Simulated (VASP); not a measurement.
# CdTeSe3 (P4/mmm) in VASP: single point with PBE

Aim: the single point of CdTeSe3 with PBE.

All numbers are computed with VASP 6.6.1; they aren't measurements. Logs are shortened: lines on timing, memory, paths and dates and some standing lists are left out, and cuts for length are marked.

### 1 The cell of the first run

It takes space group P4/mmm (No. 123, tetragonal). Conventional cell: a = 5.350 Å, b = 5.350 Å, c = 5.147 Å, α = 90.00°, β = 90.00°, γ = 90.00°. Cd (site symmetry 4/mmm) has 2 Te at 2.57 Å within 3.4 Å. Te (site symmetry 4/mmm) has 2 Cd at 2.57 Å and 4 Se at 2.68 Å within 3.4 Å. Se (site symmetry mmm) has 2 Te at 2.68 Å within 3.5 Å. Se (site symmetry 4/mmm) has 8 Se at 3.71 Å and 4 Cd at 3.78 Å and 8 Te at 4.58 Å within 4.9 Å.

### 2 Single point, PBE

Contents of INCAR:

```
SYSTEM = CdTeSe3
PREC = Accurate
ENCUT = 520
EDIFF = 1E-7
ISMEAR = 0
SIGMA = 0.1
LREAL = .FALSE.
LASPH = .TRUE.
NELM = 100
ALGO = Normal
ISIF = 2
LWAVE = .FALSE.
LCHARG = .FALSE.
GGA = PE
NBANDS = 26
```

Contents of KPOINTS:

```
regular mesh
0
G
  4 4 4
  0 0 0
```

Contents of POSCAR:

```
CdTeSe3
1.0
    5.3502499600      0.0000000000      0.0000000000
    0.0000000000      5.3502499600      0.0000000000
    0.0000000000      0.0000000000      5.1473705900
Cd Te Se
1 1 3
Direct
    0.0000000000      0.0000000000      0.5000000000
    0.0000000000      0.0000000000      0.0000000000
    0.0000000000      0.5000000000      0.0000000000
    0.5000000000      0.0000000000      0.0000000000
    0.5000000000      0.5000000000      0.5000000000
```

Potentials or basis: VASP PAW PBE potentials, release 64 (Cd, Te, Se).

The run is started by

```
cat potpaw_PBE.64/Cd/POTCAR potpaw_PBE.64/Te/POTCAR potpaw_PBE.64/Se/POTCAR > POTCAR
mpirun -np 1 vasp_std > vasp.out
```

OUTCAR:

```text
SYSTEM = CdTeSe3
   PREC = Accurate
   ENCUT = 520
   EDIFF = 1E-7
   ISMEAR = 0
   LREAL = .FALSE.
   LASPH = .TRUE.
   NELM = 100
   ISIF = 2
   GGA = PE

 ion  position               nearest neighbor table
   1  0.000  0.000  0.500-   2 2.57   2 2.57
   2  0.000  0.000  0.000-   1 2.57   1 2.57   4 2.68   3 2.68   3 2.68   4 2.68
   3  0.000  0.500  0.000-   2 2.68   2 2.68
   4  0.500  0.000  0.000-   2 2.68   2 2.68
   5  0.500  0.500  0.500-

  LATTYP: Found a simple tetragonal cell.
 ALAT       =     5.3502499600
 C/A-ratio  =     0.9620803941

  Lattice vectors:

 A1 = (   5.3502499600,   0.0000000000,   0.0000000000)
 A2 = (   0.0000000000,   5.3502499600,   0.0000000000)
 A3 = (   0.0000000000,   0.0000000000,   5.1473705900)

Analysis of symmetry for initial positions (statically):
=====================================================================
 Subroutine PRICEL returns:
 Original cell was already a primitive cell.

 Routine SETGRP: Setting up the symmetry group for a
 simple tetragonal supercell.

 Subroutine GETGRP returns: Found 16 space group operations
 (whereof 16 operations were pure point group operations)
 out of a pool of 16 trial point group operations.

The static configuration has the point symmetry D_4h.

Analysis of symmetry for dynamics (positions and initial velocities):
=====================================================================
 Subroutine PRICEL returns:
 Original cell was already a primitive cell.

 Routine SETGRP: Setting up the symmetry group for a
 simple tetragonal supercell.

 Subroutine GETGRP returns: Found 16 space group operations
 (whereof 16 operations were pure point group operations)
 out of a pool of 16 trial point group operations.

The dynamic configuration has the point symmetry D_4h.

 Subroutine INISYM returns: Found 16 space group operations
 (whereof 16 operations are pure point group operations),
 and found     1 'primitive' translations

----------------------------------------------------------------------------------------

                                     Primitive cell

  volume of cell :     147.3444

  direct lattice vectors                    reciprocal lattice vectors
     5.350249960  0.000000000  0.000000000     0.186907155  0.000000000  0.000000000
     0.000000000  5.350249960  0.000000000     0.000000000  0.186907155  0.000000000
     0.000000000  0.000000000  5.147370590     0.000000000  0.000000000  0.194273947

  length of vectors
     5.350249960  5.350249960  5.147370590     0.186907155  0.186907155  0.194273947

  position of ions in fractional coordinates (direct lattice)
     0.000000000  0.000000000  0.500000000
     0.000000000  0.000000000  0.000000000
     0.000000000  0.500000000  0.000000000
     0.500000000  0.000000000  0.000000000
     0.500000000  0.500000000  0.500000000

  ion indices of the primitive-cell ions
   primitive index   ion index
                 1           1
                 2           2
                 3           3
                 4           4
                 5           5

----------------------------------------------------------------------------------------

 KPOINTS: regular mesh

Automatic generation of k-mesh.
 Grid dimensions read from file:
 generate k-points for:    4    4    4

 Generating k-lattice:

  Cartesian coordinates                     Fractional coordinates (reciprocal lattice)
     0.046726789  0.000000000  0.000000000     0.250000000  0.000000000  0.000000000
     0.000000000  0.046726789  0.000000000     0.000000000  0.250000000  0.000000000
     0.000000000  0.000000000  0.048568487     0.000000000  0.000000000  0.250000000

  Length of vectors
     0.046726789  0.046726789  0.048568487

  Shift w.r.t. Gamma in fractional coordinates (k-lattice)
     0.000000000  0.000000000  0.000000000

 Subroutine IBZKPT returns following result:
 ===========================================

 Found     18 irreducible k-points:

 Following reciprocal coordinates:
            Coordinates               Weight
  0.000000  0.000000  0.000000      1.000000
  0.250000  0.000000  0.000000      4.000000
  0.500000  0.000000  0.000000      2.000000
  0.250000  0.250000  0.000000      4.000000
  0.500000  0.250000  0.000000      4.000000
  0.500000  0.500000  0.000000      1.000000
[... 10 lines left out ...]
  0.500000  0.250000  0.500000      4.000000
  0.500000  0.500000  0.500000      1.000000
   k-points           NKPTS =     18   k-points in BZ     NKDIM =     18   number of bands    NBANDS=     26
   number of dos      NEDOS =    301   number of ions     NIONS =      5
   total plane-waves  NPLWV =  64000
   dimension x,y,z NGX =    40 NGY =   40 NGZ =   40
   dimension x,y,z NGXF=    80 NGYF=   80 NGZF=   80
   ions per type =               1   1   3
   NGX,Y,Z   is equivalent  to a cutoff of  12.43, 12.43, 12.92 a.u.
   NGXF,Y,Z  is equivalent  to a cutoff of  24.86, 24.86, 25.84 a.u.
 SYSTEM =  CdTeSe3
   PREC   = accura    normal or accurate (medium, high low for compatibility)
   ISTART =      0    job   : 0-new  1-cont  2-samecut
   ICHARG =      2    charge: 1-file 2-atom 10-const
   ISPIN  =      1    spin polarized calculation?
   LNONCOLLINEAR =      F non collinear calculations
   LSORBIT =      F    spin-orbit coupling
   LASPH  =      T    aspherical Exc in radial PAW
   ENCUT  =  520.0 eV  38.22 Ry    6.18 a.u.   9.95  9.95  9.57*2*pi/ulx,y,z
   NELM   =    100;   NELMIN=  2; NELMDL= -5     # of ELM steps
   EDIFF  = 0.1E-06   stopping-criterion for ELM
   LREAL  =      F    real-space projection
   EDIFFG = 0.1E-05   stopping-criterion for IOM
   NSW    =      0    number of steps for IOM
   IBRION =     -1    ionic relax: 0-MD 1-quasi-New 2-CG
   NFREE  =      0    steps in history (QN), initial steepest desc. (CG)
   ISIF   =      2    stress and relaxation
   ISYM   =      2    0-nonsym 1-usesym 2-fastsym
   POTIM  = 0.5000    time-step for ionic-motion
   TEBEG  =    0.0;   TEEND  =   0.0 temperature during run
   PSTRESS=    0.0 pullay stress
   NELECT =      36.0000    total number of electrons
   NUPDOWN=      -1.0000    fix difference up-down
   EMIN   =  10.00;   EMAX   =-10.00  energy-range for DOS
   EFERMI =   0.00;   METHOD = LEGACY
   ISMEAR =     0;   SIGMA  =   0.10  broadening in eV -4-tet -1-fermi 0-gaus
   EFERMI_NEDOS =   21; number of points for ismear=-14 and -15
   IALGO  =     38    algorithm
   IMIX   =      4    mixing-type and parameters
     AMIX     =   0.40;   BMIX     =  1.00
     AMIX_MAG =   1.60;   BMIX_MAG =  1.00
  volume/ion in A,a.u.               =      29.47       198.87
  Fermi-wavevector in a.u.,A,eV,Ry     =   1.023445  1.934030 14.251279  1.047439
  Thomas-Fermi vector in A             =   2.157179
   LORBIT       =      0    0 simple, 1 ext, 2 COOP (PROOUT), +10 PAW based schemes
   GGA     = PE    functional components
   LHFCALC =     F    Hartree Fock is set to
   AEXX    =    0.0000 exact exchange contribution
   IVDW    =     0    specifies the selected vdW correction
   LEPSILON=     F    determine dielectric tensor
   LRPA    =     F    only Hartree local field effects (RPA)
 non-spin polarized calculation
 Gauss-broadening in eV      SIGMA  =   0.10
  energy-cutoff  :      520.00
  volume of cell :      147.34
 maximum number of plane-waves:      3996
 NGX is ok and might be reduce to    40
   NGX = 19   NGY = 19   NGZ = 19

 number of electron      35.9999995 magnetization

 Free energy of the ion-electron system (eV)
  ---------------------------------------------------
  ext. energy  EPLUGINS =         0.00000000
  ---------------------------------------------------
  free energy    TOTEN  =       -10.99358200 eV

  energy without entropy =      -10.96759949  energy(sigma->0) =      -10.98059075

 E-fermi :   2.4818     XC(G=0):  -8.9637

 val. band max:        2.4717461361   @ k =   0.5000   0.0000   0.0000
 cond. band min:       2.5046822246   @ k =   0.5000   0.5000   0.5000
 fundamental gap:      0.0329360884
 Fermi energy:         2.4817706145

 k-point     1 :       0.0000    0.0000    0.0000
  band No.  band energies     occupation
      1     -12.1049      2.00000
      2      -9.4316      2.00000
      3      -9.0778      2.00000
      4      -7.8580      2.00000
      5      -6.5322      2.00000
      6      -6.5322      2.00000
[... 18 lines left out ...]
     25       8.1092      0.00000
     26       8.2860      0.00000

 k-point     2 :       0.2500    0.0000    0.0000
  band No.  band energies     occupation
      1     -11.9012      2.00000
      2      -9.7294      2.00000
      3      -9.0464      2.00000
      4      -8.1814      2.00000
      5      -6.5382      2.00000
      6      -6.5320      2.00000
[... 18 lines left out ...]
     25       8.5731      0.00000
     26       8.7987      0.00000

 k-point     3 :       0.5000    0.0000    0.0000
  band No.  band energies     occupation
      1     -11.6025      2.00000
      2     -10.1908      2.00000
      3      -8.9275      2.00000
      4      -8.4686      2.00000
      5      -6.5441      2.00000
      6      -6.5318      2.00000
[... 18 lines left out ...]
     25       8.6891      0.00000
     26      10.1371      0.00000

 k-point     4 :       0.2500    0.2500    0.0000
  band No.  band energies     occupation
      1     -11.6773      2.00000
      2      -9.7924      2.00000
      3      -9.1809      2.00000
      4      -8.6289      2.00000
      5      -6.5381      2.00000
      6      -6.5377      2.00000
[... 18 lines left out ...]
     25       8.8656      0.00000
     26       9.3988      0.00000
[... 322 lines left out ...]
      1     -11.4170      2.00000
      2      -9.7825      2.00000
      3      -9.0429      2.00000
      4      -8.3163      2.00000
      5      -7.3992      2.00000
      6      -6.5783      2.00000
[... 18 lines left out ...]
     25       8.2722      0.00000
     26       9.3901      0.00000

 k-point    17 :       0.5000    0.2500    0.5000
  band No.  band energies     occupation
      1     -11.0300      2.00000
      2     -10.0951      2.00000
      3      -9.0298      2.00000
      4      -8.8232      2.00000
      5      -7.3967      2.00000
      6      -6.5603      2.00000
[... 18 lines left out ...]
     25       8.3090      0.00000
     26      10.1243      0.00000

 k-point    18 :       0.5000    0.5000    0.5000
  band No.  band energies     occupation
      1     -10.2139      2.00000
      2     -10.0836      2.00000
      3     -10.0836      2.00000
      4      -9.0223      2.00000
      5      -7.3942      2.00000
      6      -6.5272      2.00000
[... 18 lines left out ...]
     25       8.6965      0.00000
     26       9.2555      0.00000

------------------------ aborting loop because EDIFF is reached ----------------------------------------

  FORCE on cell =-STRESS in cart. coord.  units (eV):
  Direction    XX          YY          ZZ          XY          YZ          ZX
  --------------------------------------------------------------------------------------
  -------------------------------------------------------------------------------------
  Total        1.8218332      1.8218332      6.7195104      0.0000000     -0.0000000      0.0000000
  in kB       19.8100520     19.8100520     73.0658822      0.0000000     -0.0000000      0.0000000
  external PRESSURE =      37.5619954 kB  Pullay stress =       0.0000000 kB

 VOLUME and BASIS-vectors are now :
 -----------------------------------------------------------------------------
  energy-cutoff  :      520.00
  volume of cell :      147.34
      direct lattice vectors                 reciprocal lattice vectors
     5.350249960  0.000000000  0.000000000     0.186907155  0.000000000  0.000000000
     0.000000000  5.350249960  0.000000000     0.000000000  0.186907155  0.000000000
     0.000000000  0.000000000  5.147370590     0.000000000  0.000000000  0.194273947

 POSITION                                       TOTAL-FORCE (eV/Angst)
 -----------------------------------------------------------------------------------
      0.00000      0.00000      2.57369         0.000000      0.000000      0.000000
      0.00000      0.00000      0.00000         0.000000      0.000000      0.000000
      0.00000      2.67512      0.00000         0.000000      0.000000      0.000000
      2.67512      0.00000      0.00000         0.000000      0.000000      0.000000
      2.67512      2.67512      2.57369         0.000000      0.000000      0.000000
 -----------------------------------------------------------------------------------
    total drift:                                0.000000      0.000000     -0.000000

  FREE ENERGIE OF THE ION-ELECTRON SYSTEM (eV)
  ---------------------------------------------------
  free  energy   TOTEN  =       -10.9935820033 eV

  energy  without entropy=      -10.9675994867  energy(sigma->0) =      -10.98059075
```

Run time: 63 s. Hardware: 1 thread of Intel Xeon Platinum 8259CL at 2.50GHz (Skylake/Cascade Lake), shared host; peak memory 0.28 GiB.

Results:

```
Free energy            : -10.9936 eV
Pressure               : 3.8 GPa
Band gap on the k mesh : zero (band 18 reaches 2.66 eV, above the bottom of band 19 at 1.60 eV)
```

Caveat: spin-orbit coupling is left out, which moves the levels of the heavy elements.
